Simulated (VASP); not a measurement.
Here is a VASP 6.6.1 calculation.

INCAR

```
PREC = Accurate
ENCUT = 520
EDIFF = 1E-6
ISMEAR = -1
SIGMA = 0.05
LREAL = False
LASPH = True
NELM = 60
ALGO = Normal
ISIF = 2
LWAVE = False
LCHARG = False
GGA = PE
IVDW = 12
NBANDS = 12
```

Contents of KPOINTS:

```
Automatic mesh
0
Gamma
  10 10 10
```

POSCAR

```
Au
1.0
    2.7138434343      0.0000000000      0.0000000000
    0.0000000000      2.7138434343      0.0000000000
    0.0000000000      0.0000000000      2.7138434343
Au
1
Direct
    0.5000000000      0.5000000000      0.5000000000
```

Potentials or basis: VASP PAW PBE potentials, release 64 (Au).

The run is started by

```bash
$ cat potpaw_PBE.64/Au/POTCAR > POTCAR
$ mpirun -np 1 vasp_std > vasp.out
```

Question: Predict the dispersion energy per atom.

Answer: -0.572 eV.

Question: Estimate the pressure.

Answer: -0.2 GPa.

Caveat: pairwise dispersion overbinds metals, which lowers pressure and volume.
